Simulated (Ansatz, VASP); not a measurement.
CdS in VASP and in Ansatz

```
Cd S
1.0
     0.00000    2.92817    2.92817
     2.92817    0.00000    2.92817
     2.92817    2.92817    0.00000
Cd S
1 1
Direct
  0.00000 0.00000 0.00000
  0.25000 0.25000 0.25000
```

Alike in both runs: functional r2SCAN; dispersion D4; k mesh 6 × 6 × 6; no spin polarisation.

Ansatz relaxed the structure, and its values are those at the end. VASP's run is a single point on that final structure, the one shown.

|  | VASP | Ansatz |
| --- | --- | --- |
| version | VASP 6.6.1 | Ansatz 0.2.0 |
| potentials or method | VASP PAW PBE potentials, release 64 (Cd, S) | plane waves, PAW |
| plane-wave cutoff (eV) | 520 | 500 |
| occupations | gaussian, width 0.01 eV | fixed |
| valence electrons in the cell | 18 | 26 |

|  | VASP | Ansatz | Ansatz less VASP |
| --- | --- | --- | --- |
| pressure (GPa) | 0.3 | 0.0 | -0.33 |

VASP's potentials were made for PBE, not for r2SCAN. VASP's potentials hold 18 valence electrons a cell and Ansatz's 26, so a difference there can come from the potentials and not from the codes.
